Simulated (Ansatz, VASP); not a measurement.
# One calculation of Ti3Se, two programs

```xyz
4
Lattice="3.1974 0.0000 0.0000 -1.5987 2.7691 0.0000 0.0000 0.0000 7.9427" Properties=species:S:1:pos:R:3 pbc="T T T"
Se    0.0000    0.0000    0.0000
Ti    1.5987    0.9230    3.9714
Ti    0.0000    1.8460    6.1390
Ti    0.0000    1.8460    1.8038
```

Alike in both runs: functional PBEsol; k mesh 8 × 8 × 3; occupations fermi-dirac, width 0.05 eV; no spin polarisation.

```csv
,VASP,Ansatz
version,VASP 6.6.1,Ansatz 0.2.0
potentials or method,"VASP PAW PBE potentials, release 64 (Se, Ti_sv), cutoff 520 eV","all-electron LAPW, scalar-relativistic"
task,single point,band structure
```

```csv
,VASP,Ansatz,Ansatz less VASP
gap on the k mesh at the Fermi level (eV),none,none,-
pressure (GPa),-4.3,-4.4,-0.10
"traceless stress, the component that is largest in VASP (GPa)",-0.07,-0.07,0.000
rms of the force components (eV/Å),0.037,0.048,+0.0108
```

VASP's potentials were made for PBE, not for PBEsol. Atom by atom the forces differ by 0.011 eV/Å (rms over components). A gap of «none» marks a metal or a gap that the smearing closes. Ansatz ran all-electron here, and VASP with PAW potentials.

Noted on Ansatz's run: the k mesh is thin for a metal, which can move the energy by tens of meV per atom.
